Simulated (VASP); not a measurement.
# Ga3S2 (I4/mmm) in VASP: single point with PBE

Aim: the single point of Ga3S2 with PBE.

Program: VASP 6.6.1. These are calculated values, not measurements. Logs are shortened: lines on timing, memory, paths and dates and some standing lists are left out, and cuts for length are marked.

**1. The cell of the first run**

Symmetry: I4/mmm, No. 139, tetragonal system. The conventional cell has a = 5.208 Å, b = 5.208 Å, c = 7.459 Å, α = 90.00°, β = 90.00°, γ = 90.00°. Ga (site symmetry mmm) has 2 Ga at 2.60 Å and 4 S at 2.93 Å within 3.4 Å. Within 3.2 Å of Ga (site symmetry 4/mmm) lie 2 S at 2.40 Å and 4 Ga at 2.60 Å. S (site symmetry 4mm) has 5 Ga at 2.40 to 2.93 Å and 1 S at 2.67 Å within 3.2 Å.

The cell was generated, and may not be a known phase.

**2. Single point, PBE**

Input file INCAR:

```
  ALGO = Normal
  EDIFF = 1E-6
  ENCUT = 520
  GGA = PE
  ISIF = 2
  ISMEAR = 0
  LASPH = True
  LCHARG = False
  LREAL = False
  LWAVE = False
  NBANDS = 34
  NELM = 60
  PREC = Accurate
  SIGMA = 0.1
```

Input file KPOINTS:

```
k-points
0
Gamma
  10 10 10
```

Input file POSCAR:

```
Ga3S2
1.0
   -2.6039609569      2.6039609569      3.7296561007
    2.6039609569     -2.6039609569      3.7296561007
    2.6039609569      2.6039609569     -3.7296561007
Ga S
3 2
Direct
    0.5000000000      0.0000000000      0.5000000000
    0.0000000000      0.5000000000      0.5000000000
    0.5000000000      0.5000000000      0.0000000000
    0.8210952782      0.8210952782      0.0000000000
    0.1789047218      0.1789047218      0.0000000000
```

Potentials or basis: VASP PAW PBE potentials, release 64 (Ga_d, S).

The run is started by

```sh
$ cat potpaw_PBE.64/Ga_d/POTCAR potpaw_PBE.64/S/POTCAR > POTCAR
$ mpirun -np 1 vasp_std > vasp.out
```

OUTCAR:

```text
EDIFF = 1E-6
   ENCUT = 520
   GGA = PE
   ISIF = 2
   ISMEAR = 0
   LASPH = True
   LREAL = False
   NELM = 60
   PREC = Accurate

 ion  position               nearest neighbor table
   1  0.500  0.000  0.500-   3 2.60   3 2.60
   2  0.000  0.500  0.500-   3 2.60   3 2.60
   3  0.500  0.500  0.000-   4 2.40   5 2.40   1 2.60   2 2.60   1 2.60   2 2.60
   4  0.821  0.821  0.000-   3 2.40   5 2.67
   5  0.179  0.179  0.000-   3 2.40   4 2.67

  LATTYP: Found a body centered tetragonal cell.
 ALAT       =     5.2079219138
 C/A-ratio  =     1.4323010838

  Lattice vectors:

 A1 = (  -2.6039609569,   2.6039609569,   3.7296561007)
 A2 = (   2.6039609569,  -2.6039609569,   3.7296561007)
 A3 = (   2.6039609569,   2.6039609569,  -3.7296561007)

Analysis of symmetry for initial positions (statically):
=====================================================================
 Subroutine PRICEL returns:
 Original cell was already a primitive cell.

 Routine SETGRP: Setting up the symmetry group for a
 body centered tetragonal supercell.

 Subroutine GETGRP returns: Found 16 space group operations
 (whereof 16 operations were pure point group operations)
 out of a pool of 16 trial point group operations.

The static configuration has the point symmetry D_4h.

Analysis of symmetry for dynamics (positions and initial velocities):
=====================================================================
 Subroutine PRICEL returns:
 Original cell was already a primitive cell.

 Routine SETGRP: Setting up the symmetry group for a
 body centered tetragonal supercell.

 Subroutine GETGRP returns: Found 16 space group operations
 (whereof 16 operations were pure point group operations)
 out of a pool of 16 trial point group operations.

The dynamic configuration has the point symmetry D_4h.

 Subroutine INISYM returns: Found 16 space group operations
 (whereof 16 operations are pure point group operations),
 and found     1 'primitive' translations

----------------------------------------------------------------------------------------

                                     Primitive cell

  volume of cell :     101.1574

  direct lattice vectors                    reciprocal lattice vectors
    -2.603960957  2.603960957  3.729656101     0.000000000  0.192015168  0.134060618
     2.603960957 -2.603960957  3.729656101     0.192015168  0.000000000  0.134060618
     2.603960957  2.603960957 -3.729656101     0.192015168  0.192015168  0.000000000

  length of vectors
     5.241331888  5.241331888  5.241331888     0.234183846  0.234183846  0.271550454

  position of ions in fractional coordinates (direct lattice)
     0.500000000  0.000000000  0.500000000
     0.000000000  0.500000000  0.500000000
     0.500000000  0.500000000  0.000000000
     0.821095278  0.821095278  0.000000000
     0.178904722  0.178904722  0.000000000

  ion indices of the primitive-cell ions
   primitive index   ion index
                 1           1
                 2           2
                 3           3
                 4           4
                 5           5

----------------------------------------------------------------------------------------

 KPOINTS: k-points

Automatic generation of k-mesh.
 Grid dimensions read from file:
 generate k-points for:   10   10   10

 Generating k-lattice:

  Cartesian coordinates                     Fractional coordinates (reciprocal lattice)
     0.000000000  0.019201517  0.013406062     0.100000000  0.000000000  0.000000000
     0.019201517  0.000000000  0.013406062     0.000000000  0.100000000  0.000000000
     0.019201517  0.019201517  0.000000000     0.000000000  0.000000000  0.100000000

  Length of vectors
     0.023418385  0.023418385  0.027155045

  Shift w.r.t. Gamma in fractional coordinates (k-lattice)
     0.000000000  0.000000000  0.000000000

 Subroutine IBZKPT returns following result:
 ===========================================

 Found    102 irreducible k-points:

 Following reciprocal coordinates:
            Coordinates               Weight
  0.000000  0.000000  0.000000      1.000000
  0.100000  0.000000 -0.000000      8.000000
  0.200000  0.000000 -0.000000      8.000000
  0.300000  0.000000  0.000000      8.000000
  0.400000  0.000000  0.000000      8.000000
  0.500000  0.000000  0.000000      4.000000
[... 16 lines left out ...]
  0.300000  0.300000  0.000000      8.000000
  0.400000  0.300000  0.000000     16.000000
 [... further k-points ...]
   k-points           NKPTS =    102   k-points in BZ     NKDIM =    102   number of bands    NBANDS=     34
   number of dos      NEDOS =    301   number of ions     NIONS =      5
   total plane-waves  NPLWV =  64000
   dimension x,y,z NGX =    40 NGY =   40 NGZ =   40
   dimension x,y,z NGXF=    80 NGYF=   80 NGZF=   80
   ions per type =               3   2
   NGX,Y,Z   is equivalent  to a cutoff of  12.69, 12.69, 12.69 a.u.
   NGXF,Y,Z  is equivalent  to a cutoff of  25.37, 25.37, 25.37 a.u.
 SYSTEM =  unknown system
   PREC   = accura    normal or accurate (medium, high low for compatibility)
   ISTART =      0    job   : 0-new  1-cont  2-samecut
   ICHARG =      2    charge: 1-file 2-atom 10-const
   ISPIN  =      1    spin polarized calculation?
   LNONCOLLINEAR =      F non collinear calculations
   LSORBIT =      F    spin-orbit coupling
   LASPH  =      T    aspherical Exc in radial PAW
   ENCUT  =  520.0 eV  38.22 Ry    6.18 a.u.   9.75  9.75  9.75*2*pi/ulx,y,z
   NELM   =     60;   NELMIN=  2; NELMDL= -5     # of ELM steps
   EDIFF  = 0.1E-05   stopping-criterion for ELM
   LREAL  =      F    real-space projection
   EDIFFG = 0.1E-04   stopping-criterion for IOM
   NSW    =      0    number of steps for IOM
   IBRION =     -1    ionic relax: 0-MD 1-quasi-New 2-CG
   NFREE  =      0    steps in history (QN), initial steepest desc. (CG)
   ISIF   =      2    stress and relaxation
   ISYM   =      2    0-nonsym 1-usesym 2-fastsym
   POTIM  = 0.5000    time-step for ionic-motion
   TEBEG  =    0.0;   TEEND  =   0.0 temperature during run
   PSTRESS=    0.0 pullay stress
   NELECT =      51.0000    total number of electrons
   NUPDOWN=      -1.0000    fix difference up-down
   EMIN   =  10.00;   EMAX   =-10.00  energy-range for DOS
   EFERMI =   0.00;   METHOD = LEGACY
   ISMEAR =     0;   SIGMA  =   0.10  broadening in eV -4-tet -1-fermi 0-gaus
   EFERMI_NEDOS =   21; number of points for ismear=-14 and -15
   IALGO  =     38    algorithm
   IMIX   =      4    mixing-type and parameters
     AMIX     =   0.40;   BMIX     =  1.00
     AMIX_MAG =   1.60;   BMIX_MAG =  1.00
  volume/ion in A,a.u.               =      20.23       136.53
  Fermi-wavevector in a.u.,A,eV,Ry     =   1.302964  2.462244 23.098807  1.697714
  Thomas-Fermi vector in A             =   2.433997
   LORBIT       =      0    0 simple, 1 ext, 2 COOP (PROOUT), +10 PAW based schemes
   GGA     = PE    functional components
   LHFCALC =     F    Hartree Fock is set to
   AEXX    =    0.0000 exact exchange contribution
   IVDW    =     0    specifies the selected vdW correction
   LEPSILON=     F    determine dielectric tensor
   LRPA    =     F    only Hartree local field effects (RPA)
 non-spin polarized calculation
 Gauss-broadening in eV      SIGMA  =   0.10
  energy-cutoff  :      520.00
  volume of cell :      101.16
 maximum number of plane-waves:      2746
   NGX = 19   NGY = 19   NGZ = 19

 number of electron      51.0000033 magnetization

 Free energy of the ion-electron system (eV)
  ---------------------------------------------------
  ext. energy  EPLUGINS =         0.00000000
  ---------------------------------------------------
  free energy    TOTEN  =       -16.93847051 eV

  energy without entropy =      -16.93027407  energy(sigma->0) =      -16.93437229

 E-fermi :   4.4226     XC(G=0): -10.2051

 val. band max:        4.4162523471   @ k =   0.4000   0.0000   0.0000
 cond. band min:       4.4310801395   @ k =  -0.3000   0.4000   0.3000
 fundamental gap:      0.0148277924
 Fermi energy:         4.4226387942

 k-point     1 :       0.0000    0.0000    0.0000
  band No.  band energies     occupation
      1     -10.6342      2.00000
      2     -10.5873      2.00000
      3     -10.4364      2.00000
      4     -10.3624      2.00000
      5     -10.3624      2.00000
      6     -10.2205      2.00000
[... 26 lines left out ...]
     33      10.7929      0.00000
     34      14.1589      0.00000

 k-point     2 :       0.1000    0.0000   -0.0000
  band No.  band energies     occupation
      1     -10.6273      2.00000
      2     -10.5798      2.00000
      3     -10.4323      2.00000
      4     -10.3617      2.00000
      5     -10.3571      2.00000
      6     -10.2172      2.00000
[... 26 lines left out ...]
     33      10.8020      0.00000
     34      13.8037      0.00000

 k-point     3 :       0.2000    0.0000   -0.0000
  band No.  band energies     occupation
      1     -10.6129      2.00000
      2     -10.5544      2.00000
      3     -10.4211      2.00000
      4     -10.3599      2.00000
      5     -10.3419      2.00000
      6     -10.2083      2.00000
[... 26 lines left out ...]
     33      10.9467      0.00000
     34      12.8135      0.00000

 k-point     4 :       0.3000    0.0000    0.0000
  band No.  band energies     occupation
      1     -10.6010      2.00000
      2     -10.5118      2.00000
      3     -10.4061      2.00000
      4     -10.3575      2.00000
      5     -10.3195      2.00000
      6     -10.1966      2.00000
[... 26 lines left out ...]
     33      11.4501      0.00000
     34      11.8183      0.00000

 k-point     5 :       0.4000    0.0000    0.0000
  band No.  band energies     occupation
      1     -10.5939      2.00000
      2     -10.4669      2.00000
      3     -10.3927      2.00000
      4     -10.3555      2.00000
      5     -10.2957      2.00000
      6     -10.1859      2.00000
[... 621 lines left out ...]
 k-point    22 :      -0.2000    0.2000    0.0000
  band No.  band energies     occupation
      1     -10.5762      2.00000
      2     -10.5547      2.00000
      3     -10.4059      2.00000
      4     -10.3424      2.00000
      5     -10.3401      2.00000
      6     -10.2054      2.00000
[... 26 lines left out ...]
     33      11.5744      0.00000
     34      12.9684      0.00000

 k-point    23 :       0.3000    0.3000    0.0000
  band No.  band energies     occupation
      1     -10.5101      2.00000
      2     -10.4944      2.00000
      3     -10.3746      2.00000
      4     -10.3154      2.00000
      5     -10.3119      2.00000
      6     -10.1958      2.00000
[... 26 lines left out ...]
     33      10.7696      0.00000
     34      12.4092      0.00000

 k-point    24 :       0.4000    0.3000    0.0000
  band No.  band energies     occupation
      1     -10.5022      2.00000
      2     -10.4602      2.00000
      3     -10.3603      2.00000
      4     -10.3132      2.00000
      5     -10.2909      2.00000
      6     -10.1945      2.00000
[... 26 lines left out ...]
     33      11.2638      0.00000
     34      11.4191      0.00000

 [... further k-points ...]
[... 5 lines left out ...]
  --------------------------------------------------------------------------------------
  -------------------------------------------------------------------------------------
  Total        0.0336173      0.0336173     -0.0110952      0.0000000      0.0000000      0.0000000
  in kB        0.5324466      0.5324466     -0.1757308      0.0000000      0.0000000      0.0000000
  external PRESSURE =       0.2963874 kB  Pullay stress =       0.0000000 kB

 VOLUME and BASIS-vectors are now :
 -----------------------------------------------------------------------------
  energy-cutoff  :      520.00
  volume of cell :      101.16
      direct lattice vectors                 reciprocal lattice vectors
    -2.603960957  2.603960957  3.729656101     0.000000000  0.192015168  0.134060618
     2.603960957 -2.603960957  3.729656101     0.192015168  0.000000000  0.134060618
     2.603960957  2.603960957 -3.729656101     0.192015168  0.192015168  0.000000000

 POSITION                                       TOTAL-FORCE (eV/Angst)
 -----------------------------------------------------------------------------------
      0.00000      2.60396      0.00000         0.000000      0.000000     -0.000000
      2.60396      0.00000      0.00000         0.000000      0.000000     -0.000000
      0.00000      0.00000      3.72966         0.000000      0.000000     -0.000000
      0.00000      0.00000      6.12481        -0.000000     -0.000000      0.001326
      0.00000      0.00000      1.33451        -0.000000     -0.000000     -0.001326
 -----------------------------------------------------------------------------------
    total drift:                               -0.000000     -0.000000      0.000000

  FREE ENERGIE OF THE ION-ELECTRON SYSTEM (eV)
  ---------------------------------------------------
  free  energy   TOTEN  =       -16.9384705144 eV

  energy  without entropy=      -16.9302740695  energy(sigma->0) =      -16.93437229
```

Run time: 11 min. Hardware: 1 thread of Intel Xeon 8259CL, shared host; peak memory 0.42 GiB.

What came out:

```
Free energy            : -16.9385 eV
Pressure               : 0.0 GPa
Band gap on the k mesh : zero (an odd number of electrons rules out a gap without spin polarisation)
```
